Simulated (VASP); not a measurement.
A run of VASP 6.6.1:

File INCAR:

```
SYSTEM = GaN
ALGO = Normal
EDIFF = 1E-6
ENCUT = 520
GGA = PE
ISIF = 2
ISMEAR = -1
LASPH = .True.
LCHARG = .True.
LELF = .True.
LREAL = .False.
LVHAR = .True.
LWAVE = .False.
NBANDS = 16
NELM = 100
PREC = Accurate
SIGMA = 0.02
```

KPOINTS

```
k-points
0
Gamma
  10 10 10
  0 0 0
```

The input POSCAR:

```
GaN
1.0
   -0.0841429794      2.2547676633      2.2547676633
    2.2547676633     -0.0841429794      2.2547676633
    2.2547676633      2.2547676633     -0.0841429794
Ga N
1 1
Direct
   -0.0022964890     -0.0022964890     -0.0022964890
    0.2522964890      0.2522964890      0.2522964890
```

Potentials or basis: VASP PAW PBE potentials, release 64 (Ga_d, N).

Run with:

```console
$ cat potpaw_PBE.64/Ga_d/POTCAR potpaw_PBE.64/N/POTCAR > POTCAR
$ mpirun -np 1 vasp_std > vasp.out
```

Hardware: 1 thread of AMD EPYC 7R13 Processor (Zen 3), with other jobs on the host.

Problem. Estimate the wall time of this run.

Solution. Run time: 52 s on 1 thread of AMD EPYC 7R13 Processor (Zen 3), on a shared host, peak memory 0.14 GiB. Counts: scf iterations 13, k points 116.
